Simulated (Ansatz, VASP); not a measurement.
# One calculation of CsCdCl3, two programs

```xyz
5
Lattice="5.2000 0.0000 0.0000 0.0000 5.2000 0.0000 0.0000 0.0000 5.2000" Properties=species:S:1:pos:R:3 pbc="T T T"
Cs    0.0000    0.0000    0.0000
Cd    2.6000    2.6000    2.6000
Cl    0.0000    2.6000    2.1000
Cl    2.6000    0.0000    2.1000
Cl    2.6000    2.6000   -0.5000
```

Change from the starting cell: all Cl atoms moved -0.500 Å, as atom 3 along Cartesian [0 0 1].

Alike in both runs: task single point; functional LDA; k mesh 6 × 6 × 6; occupations gaussian, width 0.05 eV; no spin polarisation.

```csv
,VASP,Ansatz
version,VASP 6.6.1,Ansatz 0.2.0
potentials or method,"VASP PAW LDA potentials, release 64 (Cs_sv, Cd, Cl), cutoff 520 eV","scalar-relativistic, plane waves, PAW"
valence electrons in the cell,42,50
```

|  | VASP | Ansatz | Ansatz less VASP |
| --- | --- | --- | --- |
| gap on the k mesh at the Fermi level (eV) | 1.99 | 1.97 | -0.015 |
| least direct gap on the mesh (eV) | 2.25 | 2.24 | -0.010 |
| pressure (GPa) | 2.9 | 2.5 | -0.35 |
| traceless stress, the component that is largest in VASP (GPa) | 8.74 | 8.39 | -0.344 |
| rms of the force components (eV/Å) | 1.917 | 1.824 | -0.0928 |

LDA's correlation is that of Perdew and Zunger in VASP and of Perdew and Wang (1992) in Ansatz. Atom by atom the forces differ by 0.093 eV/Å (rms over components). VASP's potentials hold 42 valence electrons a cell and Ansatz's 50, so a difference there can come from the potentials and not from the codes.

Neither program's run includes spin-orbit coupling.
